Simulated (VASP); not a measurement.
# V2SbAs3 (P-4m2) in VASP: single point with PBE

Aim: the single point of V2SbAs3 with PBE.

Everything below comes from runs of VASP 6.6.1. Logs are shortened: lines on timing, memory, paths and dates and some standing lists are left out, and cuts for length are marked.

### Step 1. The cell of the first run

It takes space group P-4m2 (No. 115, tetragonal). The conventional cell has a = 4.716 Å, b = 4.716 Å, c = 5.496 Å, α = 90.00°, β = 90.00°, γ = 90.00°. Within 3.4 Å of V (site symmetry 2mm) lie 6 As at 2.61 to 2.86 Å and 2 Sb at 2.86 Å. Sb (site symmetry -4m2) has 6 As at 2.75 to 3.34 Å and 4 V at 2.86 Å within 3.6 Å. Within 3.4 Å of As (site symmetry -4m2) lie 4 V at 2.61 Å and 6 As at 2.75 to 3.34 Å. As (site symmetry -4m2) has 4 V at 2.61 Å and 2 Sb at 2.75 Å and 4 As at 3.34 Å within 3.4 Å. As (site symmetry -4m2) has 2 As at 2.75 Å and 4 V at 2.86 Å and 4 Sb at 3.34 Å within 3.6 Å.

The cell was built from a structure type or drawn by symmetry, and may not be a known phase.

### Step 2. Single point, PBE, collinear spin, ferromagnetic start

INCAR

```
SYSTEM = V2SbAs3
PREC = Accurate ; ENCUT = 520
EDIFF = 1E-6 ; ISMEAR = 0
SIGMA = 0.2 ; LREAL = .FALSE.
LASPH = .TRUE. ; NELM = 150
ALGO = Normal ; ISIF = 2
LWAVE = .FALSE. ; LCHARG = .TRUE.
ISPIN = 2 ; MAGMOM = 2 2 0 0 0 0
LORBIT = 11 ; LMAXMIX = 4
GGA = PE ; LELF = .TRUE.
LVHAR = .TRUE. ; NBANDS = 36
```

KPOINTS

```
Automatic mesh
0
G
  4 4 3
  0 0 0
```

POSCAR

```
V2SbAs3
1.0
    4.7164696275      0.0000000000      0.0000000000
    0.0000000000      4.7164696275      0.0000000000
    0.0000000000      0.0000000000      5.4955199377
V Sb As
2 1 3
Direct
    0.0000000000      0.5000000000      0.2040711739
    0.5000000000      0.0000000000      0.7959288261
    0.0000000000      0.0000000000      0.5000000000
    0.5000000000      0.5000000000      0.0000000000
    0.0000000000      0.0000000000      0.0000000000
    0.5000000000      0.5000000000      0.5000000000
```

Potentials or basis: VASP PAW PBE potentials, release 64 (V_sv, Sb, As).

Run with:

```bash
$ cat potpaw_PBE.64/V_sv/POTCAR potpaw_PBE.64/Sb/POTCAR potpaw_PBE.64/As/POTCAR > POTCAR
$ mpirun -np 1 vasp_std > vasp.out
```

OUTCAR:

```text
SYSTEM = V2SbAs3
   PREC = Accurate
   ENCUT = 520
   EDIFF = 1E-6
   ISMEAR = 0
   LREAL = .FALSE.
   LASPH = .TRUE.
   NELM = 150
   ISIF = 2
   ISPIN = 2
   LORBIT = 11
   GGA = PE

 ion  position               nearest neighbor table
   1  0.000  0.500  0.204-   4 2.61   5 2.61   5 2.61   4 2.61   3 2.86   3 2.86   6 2.86   6 2.86

   2  0.500  0.000  0.796-   4 2.61   5 2.61   4 2.61   5 2.61   3 2.86   6 2.86   3 2.86   6 2.86

   3  0.000  0.000  0.500-   5 2.75   5 2.75   1 2.86   2 2.86   1 2.86   2 2.86   6 3.34   6 3.34
                             6 3.34   6 3.34
   4  0.500  0.500  0.000-   1 2.61   2 2.61   2 2.61   1 2.61   6 2.75   6 2.75
   5  0.000  0.000  0.000-   1 2.61   2 2.61   1 2.61   2 2.61   3 2.75   3 2.75
   6  0.500  0.500  0.500-   4 2.75   4 2.75   1 2.86   2 2.86   2 2.86   1 2.86   3 3.34   3 3.34
                             3 3.34   3 3.34

  LATTYP: Found a simple tetragonal cell.
 ALAT       =     4.7164696275
 C/A-ratio  =     1.1651765773

  Lattice vectors:

 A1 = (   4.7164696275,   0.0000000000,   0.0000000000)
 A2 = (   0.0000000000,   4.7164696275,   0.0000000000)
 A3 = (   0.0000000000,   0.0000000000,   5.4955199377)

Analysis of symmetry for initial positions (statically):
=====================================================================
 Subroutine PRICEL returns:
 Original cell was already a primitive cell.

 Routine SETGRP: Setting up the symmetry group for a
 simple tetragonal supercell.

 Subroutine GETGRP returns: Found  8 space group operations
 (whereof  8 operations were pure point group operations)
 out of a pool of 16 trial point group operations.

The static configuration has the point symmetry D_2d.

Analysis of symmetry for dynamics (positions and initial velocities):
=====================================================================
 Subroutine PRICEL returns:
 Original cell was already a primitive cell.

 Routine SETGRP: Setting up the symmetry group for a
 simple tetragonal supercell.

 Subroutine GETGRP returns: Found  8 space group operations
 (whereof  8 operations were pure point group operations)
 out of a pool of 16 trial point group operations.

The dynamic configuration has the point symmetry D_2d.

Analysis of structural, dynamic, and magnetic symmetry:
=====================================================================
 Subroutine PRICEL returns:
 Original cell was already a primitive cell.

[... 135 lines left out ...]
  energy-cutoff  :      520.00
  volume of cell :      122.25
 maximum number of plane-waves:      3333
 NGX is ok and might be reduce to    36
   NGX = 17   NGY = 17   NGZ = 21

 number of electron      46.0000022 magnetization       4.4022551

 Free energy of the ion-electron system (eV)
  ---------------------------------------------------
  ext. energy  EPLUGINS =         0.00000000
  ---------------------------------------------------
  free energy    TOTEN  =       -35.94561404 eV

  energy without entropy =      -35.85339840  energy(sigma->0) =      -35.89950622

 E-fermi :   6.6625     XC(G=0): -10.4738

 val. band max:        6.6574592332   @ k =   0.0000   0.0000   0.3333
 cond. band min:       6.6689716729   @ k =   0.0000   0.0000   0.3333
 fundamental gap:      0.0115124397
 Fermi energy:         6.6625485220

 spin component 1

 k-point     1 :       0.0000    0.0000    0.0000
  band No.  band energies     occupation
      1     -58.1201      1.00000
      2     -58.1194      1.00000
      3     -32.0331      1.00000
      4     -32.0272      1.00000
      5     -31.9887      1.00000
      6     -31.9887      1.00000
[... 445 lines left out ...]
     34      11.3530      0.00000
     35      11.9714      0.00000
 Fermi energy:         6.6625485220

 spin component 2

 k-point     1 :       0.0000    0.0000    0.0000
  band No.  band energies     occupation
      1     -56.2144      1.00000
      2     -56.2136      1.00000
      3     -30.1769      1.00000
      4     -30.1769      1.00000
      5     -30.1709      1.00000
      6     -30.1709      1.00000
[... 445 lines left out ...]
     34      11.7834      0.00000
     35      12.5489      0.00000
 [bands above 35 left out]

------------------------ aborting loop because EDIFF is reached ----------------------------------------

  FORCE on cell =-STRESS in cart. coord.  units (eV):
  Direction    XX          YY          ZZ          XY          YZ          ZX
  --------------------------------------------------------------------------------------
  -------------------------------------------------------------------------------------
  Total        0.1836857      0.1836857      0.5099686      0.0000000      0.0000000      0.0000000
  in kB        2.4073713      2.4073713      6.6836109      0.0000000      0.0000000      0.0000000
  external PRESSURE =       3.8327845 kB  Pullay stress =       0.0000000 kB

 VOLUME and BASIS-vectors are now :
 -----------------------------------------------------------------------------
  energy-cutoff  :      520.00
  volume of cell :      122.25
      direct lattice vectors                 reciprocal lattice vectors
     4.716469628  0.000000000  0.000000000     0.212022992  0.000000000  0.000000000
     0.000000000  4.716469628  0.000000000     0.000000000  0.212022992  0.000000000
     0.000000000  0.000000000  5.495519938     0.000000000  0.000000000  0.181966404

 POSITION                                       TOTAL-FORCE (eV/Angst)
 -----------------------------------------------------------------------------------
      0.00000      2.35823      1.12148         0.000000      0.000000     -0.016854
      2.35823      0.00000      4.37404        -0.000000      0.000000      0.016854
      0.00000      0.00000      2.74776         0.000000      0.000000      0.000000
      2.35823      2.35823      0.00000         0.000000     -0.000000      0.000000
      0.00000      0.00000      0.00000         0.000000      0.000000      0.000000
      2.35823      2.35823      2.74776         0.000000      0.000000      0.000000
 -----------------------------------------------------------------------------------
    total drift:                                0.000000      0.000000      0.000000

  FREE ENERGIE OF THE ION-ELECTRON SYSTEM (eV)
  ---------------------------------------------------
  free  energy   TOTEN  =       -35.9456140363 eV

  energy  without entropy=      -35.8533984006  energy(sigma->0) =      -35.89950622

 total charge

# of ion       s       p       d       tot
------------------------------------------
    1        2.212   6.140   3.084  11.437
    2        2.212   6.140   3.084  11.437
    3        1.180   1.203   0.054   2.437
    4        1.249   1.480   0.048   2.777
    5        1.247   1.514   0.054   2.815
    6        1.287   1.331   0.041   2.659
--------------------------------------------------
tot          9.387  17.809   6.365  33.561

 magnetization (x)

# of ion       s       p       d       tot
------------------------------------------
    1        0.033   0.024   1.911   1.967
    2        0.033   0.024   1.911   1.967
    3       -0.012  -0.026   0.011  -0.027
    4       -0.009  -0.054   0.013  -0.050
    5       -0.011  -0.060   0.014  -0.057
    6       -0.001  -0.023   0.007  -0.016
--------------------------------------------------
tot          0.034  -0.115   3.867   3.785
```

Wall time 2.4 min (1 thread of Intel Xeon Platinum 8175M at 2.50GHz (Skylake/Cascade Lake), shared host); peak memory 0.31 GiB.

What came out:

* Free energy: -35.9456 eV
* Pressure: 0.4 GPa
* Largest force: 0.017 eV/Å
* Net moment: 4.40 μB per cell
* Site moments: V +1.97; Sb -0.03; As -0.05, -0.06, -0.02 μB
* Valence electrons inside the program's atomic spheres: V 11.44; Sb 2.44; As 2.78, 2.81, 2.66

Forces in eV/Å, atoms in the order of the input:
```
V    0.000  0.000 -0.017
V    0.000  0.000  0.017
Sb   0.000  0.000  0.000
As   0.000  0.000  0.000
As   0.000  0.000  0.000
As   0.000  0.000  0.000
```

Stress tensor (GPa, compression positive):
```
0.24 0.00 0.00
0.00 0.24 0.00
0.00 0.00 0.67
```

Caveat: the k points lie up to 0.38 Å⁻¹ apart; spin-orbit coupling is left out, which moves the levels of the heavy elements.
